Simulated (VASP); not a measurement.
Write the native input for VASP 6.6.1 that does the following.

```yaml
Task: single point
Functional: PBE
Potentials_or_basis: VASP PAW PBE potentials, release 64 (Hf_pv, O)
Cutoff: 520 eV
k_mesh: 4 × 5 × 4
Occupations: fermi-dirac, width 0.05 eV
Spin: no spin polarisation
Dipole_correction: no
Further_INCAR_settings: ALGO = Normal; EDIFF = 1e-06; NBANDS = 56
```

The structure of HfO2 lies in POSCAR:

```
HfO2
1.0
    5.2144337253      0.0000000000      0.0000000000
    0.0000000000      5.0007959586      0.0000000000
    0.0000000000      0.0000000000      5.0186011168
Hf O
4 8
Direct
    0.9670300888      0.7317524086      0.7445758944
    0.5329699112      0.7317524086      0.2445758944
    0.4670300888      0.2682475914      0.7445758944
    0.0329699112      0.2682475914      0.2445758944
    0.6280255183      0.9236509051      0.8748517318
    0.8719744817      0.9236509051      0.3748517318
    0.2375782146      0.5436813785      0.4935723738
    0.2624217854      0.5436813785      0.9935723738
    0.7624217854      0.4563186215      0.9935723738
    0.7375782146      0.4563186215      0.4935723738
    0.1280255183      0.0763490949      0.8748517318
    0.3719744817      0.0763490949      0.3748517318
```

One way to write it, as run:

INCAR

```
PREC = Accurate
ENCUT = 520
EDIFF = 1E-6
ISMEAR = -1
SIGMA = 0.05
LREAL = F
LASPH = T
NELM = 80
ALGO = Normal
ISIF = 2
LWAVE = F
LCHARG = F
GGA = PE
NBANDS = 56
```

KPOINTS

```
Automatic mesh
0
Gamma
  4 5 4
```

Potentials or basis: VASP PAW PBE potentials, release 64 (Hf_pv, O).

Command:

```sh
$ cat potpaw_PBE.64/Hf_pv/POTCAR potpaw_PBE.64/O/POTCAR > POTCAR
$ mpirun -np 1 vasp_std > vasp.out
```

It gave:

The pressure is 6.6 GPa, the largest force is 0.059 eV/Å and the band gap on the k mesh is 4.50 eV (least direct gap 4.70 eV).

Caveat: the cell stands under pressure; spin-orbit coupling is left out, which moves the levels of the heavy elements; an odd mesh through Γ misses points on the zone boundary, where band edges can lie.

Wall time 3 min on 1 thread of Intel(R) Xeon(R) Platinum 8375C CPU @ 2.90GHz (Ice Lake) (shared host), peak memory 0.32 GiB.
